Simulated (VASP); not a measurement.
Runs of VASP 6.6.1 on Ag. The structure is that of space group I4/mmm (No. 139), or close to it. The cells are those of the table. 

```csv
cell,gap on the mesh (eV),pressure (GPa)
"a = 2.899, b = 2.899, c = 3.121 Å, angles 57.4, 57.4, 65.1°, 1 atom",none,-1.8
"a = 2.899, b = 2.899, c = 2.658 Å, angles 62.7, 62.7, 54.6°, 1 atom",none,(b)
"a = 2.952, b = 2.952, c = 2.774 Å, angles 62.0, 62.0, 56.0°, 1 atom",none,(a)
"a = 2.892, b = 2.892, c = 3.005 Å, angles 58.7, 58.7, 62.6°, 1 atom",none,(c)
"a = 3.007, b = 3.007, c = 3.121 Å, angles 58.7, 58.7, 62.5°, 1 atom",none,-7.2
"a = 2.837, b = 2.837, c = 3.005 Å, angles 58.0, 58.0, 64.0°, 1 atom",none,5.4
"a = 2.776, b = 2.776, c = 2.889 Å, angles 58.6, 58.6, 62.7°, 1 atom",none,16.9
"a = 2.837, b = 2.837, c = 2.658 Å, angles 62.1, 62.1, 55.9°, 1 atom",none,26.4
```

Alike in all rows: task single point; level PBE; potentials or basis VASP PAW PBE potentials, release 64 (Ag); no spin polarisation; k mesh 20 × 20 × 20; cutoff (eV) 520; smearing gaussian 0.15 eV.

Q: Estimate the missing entries.

A: (a) 5.7; (b) 19.5; (c) 0.7.

A k mesh can miss the band edges, and the runs leave out spin-orbit coupling on Ag.

A gap of «none» marks levels without a gap at the run's occupations.
